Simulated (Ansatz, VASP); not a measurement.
## Two plane-wave programs on TlMo4F

```
CELL_PARAMETERS angstrom
2.63494 1.52129 4.45828
-2.63494 1.52129 4.45828
0.00000 -3.04257 4.45828
ATOMIC_POSITIONS crystal
Tl 0.99952 0.99952 0.99952
Mo 0.15956 0.62724 0.62724
Mo 0.62724 0.15956 0.62724
Mo 0.62724 0.62724 0.15956
Mo 0.63368 0.63368 0.63368
F 0.20275 0.20275 0.20275
```

Change from the starting cell: species swapped into the YbInCu4 type (F-43m, No. 216).

Alike in both runs: functional PBE; k mesh 6 × 6 × 6; occupations gaussian, width 0.1 eV; no spin polarisation.

Ansatz relaxed the structure, and its values are those at the end. VASP's run is a single point on that final structure, the one shown.

|  | VASP | Ansatz |
| --- | --- | --- |
| version | VASP 6.6.1 | Ansatz 0.2.0 |
| potentials or method | VASP PAW PBE potentials, release 64 (Tl_d, Mo_sv, F), cutoff 520 eV | scalar-relativistic, plane waves, PAW |
| valence electrons in the cell | 76 | 76 |

|  | VASP | Ansatz | Ansatz less VASP |
| --- | --- | --- | --- |
| gap on the k mesh at the Fermi level (eV) | none | none | - |
| pressure (GPa) | 0.2 | 0.0 | -0.28 |
| rms of the force components (eV/Å) | 0.035 | 0.006 | -0.0294 |

A gap of «none» marks a metal or a gap that the smearing closes. The functional is the same, so the differences come from potentials, cutoffs and numerics.

Spin-orbit coupling is off throughout.
